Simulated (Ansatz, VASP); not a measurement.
## One calculation of Sn, two programs

```
CELL_PARAMETERS angstrom
-2.90990 2.90990 1.58699
2.90990 -2.90990 1.58699
2.90990 2.90990 -1.58699
ATOMIC_POSITIONS crystal
Sn 0.75000 0.25000 0.50000
Sn 0.00000 0.00000 0.00000
```

Alike in both runs: functional PBEsol; k mesh 14 × 14 × 14; occupations gaussian, width 0.1 eV; no spin polarisation.

Ansatz relaxed the structure, and its values are those at the end. VASP's run is a single point on that final structure, the one shown.

|  | VASP | Ansatz |
| --- | --- | --- |
| version | VASP 6.6.1 | Ansatz 0.2.0 |
| potentials or method | VASP PAW PBE potentials, release 64 (Sn_d), cutoff 520 eV | scalar-relativistic, plane waves, PAW |
| valence electrons in the cell | 28 | 28 |

```csv
,VASP,Ansatz,Ansatz less VASP
gap on the k mesh at the Fermi level (eV),none,none,-
pressure (GPa),0.0,0.0,+0.04
```

VASP's potentials were made for PBE, not for PBEsol. A gap of «none» marks a metal or a gap that the smearing closes.
